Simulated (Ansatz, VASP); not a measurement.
**One calculation of Gd, two programs**

INCAR

```
SYSTEM = Gd
PREC = Accurate
ENCUT = 520
EDIFF = 1E-8
ISMEAR = -1
SIGMA = 0.05
LREAL = .False.
LASPH = .True.
NELM = 200
ALGO = Normal
ISIF = 2
LWAVE = .False.
LCHARG = .False.
ISPIN = 2
MAGMOM = 7
LORBIT = 11
LMAXMIX = 6
GGA = PE
LEFG = .True.
NBANDS = 19
GGA_COMPAT = .False.
```

KPOINTS

```
Automatic mesh
0
Gamma
  10 10 10
  0 0 0
```

The input POSCAR:

```
Gd
1.0
    3.1942133354      0.0000000000      0.0000000000
    0.0000000000      3.1942133354      0.0000000000
    0.0000000000      0.0000000000      3.1942133354
Gd
1
Direct
    0.0000000000      0.0000000000      0.0000000000
```

Input for Ansatz:

```yaml
crystal:
  lattice:
    - [3.1942133354, 0.0, 0.0]
    - [0.0, 3.1942133354, 0.0]
    - [0.0, 0.0, 3.1942133354]
  atoms:
    - { symbol: Gd, position: [0.0, 0.0, 0.0], spin: 7.0 }
magnetization:
  spin_polarized: true
kpoints:
  mp_grid: { grid: [10, 10, 10] }
scf:
  occupations: { method: fermi_dirac, width: 0.05 }
hamiltonian:
  xc: pbe
  pseudopotentials: { kind: all_electron, datasets: crystal }
output:
  forces: true
  stress: true
  eigenvalues: true
  efg: { contact_densities: true }
```

Change from the starting cell: volume scaled by 0.9405, crystal datasets.

Alike in both runs: task electric field gradients; functional PBE; k mesh 10 × 10 × 10; occupations fermi-dirac, width 0.05 eV; collinear spin.

|  | VASP | Ansatz |
| --- | --- | --- |
| version | VASP 6.6.1 | Ansatz 0.2.0 |
| potentials or method | VASP PAW PBE potentials, release 64 (Gd), cutoff 520 eV | all-electron PAW with datasets made for the crystal, scalar-relativistic |

Ansatz gave:

- pressure (GPa): 1.8
- net moment per atom (μB): 7.87
- size of the moment on the site where the two differ most (μB): 7.48

Question: What did VASP give for the same quantities?

Answer: Pressure (GPa): 1.8; net moment per atom (μB): 7.87; size of the moment on the site where the two differ most (μB): 7.16.

Site moments also hang on the region over which each program counts them. Ansatz ran all-electron here, and VASP with PAW potentials.

Spin-orbit coupling is off throughout.
